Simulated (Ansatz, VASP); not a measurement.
**MoS2: VASP beside Ansatz**

```
Mo S
1.0
     3.10431    0.00000    0.00000
    -1.55215    2.68841    0.00000
     0.00000    0.00000   12.07242
Mo S
2 4
Direct
  0.66667 0.33333 0.75000
  0.33333 0.66667 0.25000
  0.66667 0.33333 0.37700
  0.33333 0.66667 0.87700
  0.66667 0.33333 0.12300
  0.33333 0.66667 0.62300
```

Change from the starting cell: volume scaled by 0.94.

Alike in both runs: task single point; functional PBEsol; k mesh 10 × 10 × 3; occupations fermi-dirac, width 0.05 eV; no spin polarisation.

|  | VASP | Ansatz |
| --- | --- | --- |
| version | VASP 6.6.1 | Ansatz 0.2.0 |
| potentials or method | VASP PAW PBE potentials, release 64 (Mo_sv, S), cutoff 520 eV | all-electron LAPW, scalar-relativistic |

```csv
,VASP,Ansatz,Ansatz less VASP
gap on the k mesh at the Fermi level (eV),0.83,0.81,-0.015
least direct gap on the mesh (eV),2.03,2.03,-0.004
pressure (GPa),7.2,7.3,+0.07
"traceless stress, the component that is largest in VASP (GPa)",1.38,1.41,+0.031
rms of the force components (eV/Å),0.354,0.355,+0.0010
```

VASP's potentials were made for PBE, not for PBEsol. Atom by atom the forces differ by 0.001 eV/Å (rms over components). Ansatz ran all-electron here, and VASP with PAW potentials.
